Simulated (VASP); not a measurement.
SiO2:

```xyz
12
Lattice="4.9930 0.0000 0.0000 0.0000 4.9930 0.0000 0.0000 0.0000 7.0050" Properties=species:S:1:pos:R:3 pbc="T T T"
Si    1.5099    1.5099    0.0000
Si    0.9866    4.0064    1.7512
Si    3.4831    3.4831    3.5025
Si    4.0064    0.9866    5.2538
O     1.1872    0.5537    1.2746
O     1.9428    3.6837    3.0258
O     3.8058    4.4393    4.7771
O     3.0502    1.3093    6.5283
O     3.6837    1.9428    3.9792
O     4.4393    3.8058    2.2279
O     1.3093    3.0502    0.4767
O     0.5537    1.1872    5.7304
```

Base run:

```yaml
Program: VASP 6.6.1
Functional: r2SCAN
Potentials_or_basis: VASP PAW PBE potentials, release 64 (Si, O)
Cutoff: 520 eV
k_mesh: 5 × 5 × 3
Occupations: fermi-dirac, width 0.02 eV
Spin: no spin polarisation
```

Its results: band gap on the k mesh 6.24 eV; pressure -3.6 GPa; largest force 0.281 eV/Å.

Problem. The run is repeated on the same cell with these changes: functional from r2SCAN to PBE; further incar settings from ALGO = Normal; EDIFF = 1e-08; NBANDS = 44 to ALGO = Normal; EDIFF = 1e-06; NBANDS = 44. What comes out?

Solution. Band gap on the k mesh 5.60 eV; pressure 1.0 GPa; largest force 0.014 eV/Å.

Caveats: an odd mesh through Γ misses points on the zone boundary, where band edges can lie; the cell stands under tension (at least some runs); the PAW data sets were made with another functional, which shifts forces and pressure a little (at least some runs).
